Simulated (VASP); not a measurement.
LiAgAs, 6 atoms in the cell. The structure is tetragonal, space group P4/nmm (No. 129). Conventional cell: a = 3.797 Å, b = 3.797 Å, c = 6.683 Å, α = 90.00°, β = 90.00°, γ = 90.00°. Li (site symmetry 4mm) has 4 As at 2.34 Å and 5 Ag at 2.86 to 2.96 Å within 3.1 Å. Ag (site symmetry 4mm) has 6 Li at 2.86 to 3.72 Å and 4 As at 3.02 Å and 8 Ag at 3.34 to 3.80 Å within 3.8 Å. Within 3.1 Å of As (site symmetry -4m2) lie 4 Li at 2.34 Å and 4 As at 2.69 Å and 4 Ag at 3.02 Å. 

* Program: VASP 6.6.1
* Task: relaxation of cell and atoms
* Functional: PBE
* Potentials or basis: VASP PAW PBE potentials, release 64 (Li_sv, Ag, As)
* Cutoff: 600 eV
* k mesh: 4 × 4 × 4
* Occupations: gaussian, width 0.1 eV
* Spin: no spin polarisation
* Dipole correction: no
* Further INCAR settings: ALGO = Normal; EDIFF = 1e-07; IBRION = 2; EDIFFG = -0.04; NSW = 90; ISIF = 3

Potentials or basis: VASP PAW PBE potentials, release 64 (Li_sv, Ag, As).

Command:

```sh
$ cat potpaw_PBE.64/Li_sv/POTCAR potpaw_PBE.64/Ag/POTCAR potpaw_PBE.64/As/POTCAR > POTCAR
$ mpirun -np 1 vasp_std > vasp.out
```

Hardware: 1 thread of AMD EPYC 9R45 96-Core Processor (Zen 5) (shared host).

Problem. Estimate the wall time of this run.

Solution. Run time: 8.2 min on 1 thread of AMD EPYC 9R45 96-Core Processor (Zen 5) (shared host), peak memory 0.22 GiB. Counts: scf iterations 260, k points 18, ion steps 30.
